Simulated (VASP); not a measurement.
BeS: single point with PBE

Crystal: BeS.

```
Be S
1.0
     0.00000    1.99517    1.99517
     1.99517    0.00000    1.99517
     1.99517    1.99517    0.00000
Be S
1 1
Direct
  0.00000 0.00000 0.00000
  0.25000 0.25000 0.25000
```

```
Program                : VASP 6.6.1
Task                   : single point
Functional             : PBE
Potentials or basis    : VASP PAW PBE potentials, release 64 (Be, S)
Cutoff                 : 520 eV
k mesh                 : 10 × 10 × 10
Occupations            : fermi-dirac, width 0.03 eV
Spin                   : no spin polarisation
Dipole correction      : no
Further INCAR settings : ALGO = Normal; EDIFF = 1e-07; NBANDS = 11
```

```json
{
  "Pressure": "168.7 GPa",
  "Band gap on the k mesh": "0.99 eV, indirect (least direct gap 4.57 eV)"
}
```

Levels at points of the mesh, in eV from the valence-band top:
| k point | band 1 | band 2 | band 3 | band 4 | band 5 | band 6 | band 7 | band 8 |
| --- | --- | --- | --- | --- | --- | --- | --- | --- |
| (0.00, 0.00, 0.00) | -19.23 | 0.00 | 0.00 | 0.00 | 4.57 | 4.57 | 4.57 | 11.97 |
| (0.50, 0.00, 0.00) | -15.51 | -10.86 | -2.19 | -2.19 | 5.50 | 5.50 | 7.40 | 13.29 |
| (0.50, 0.50, 0.00) | -14.21 | -9.05 | -5.49 | -5.49 | 0.99 | 3.49 | 17.30 | 17.30 |

Wall time 4.1 s on 1 thread of Intel Xeon 6975P-C, on a shared host, peak memory 0.14 GiB.

A k mesh can miss the band edges.
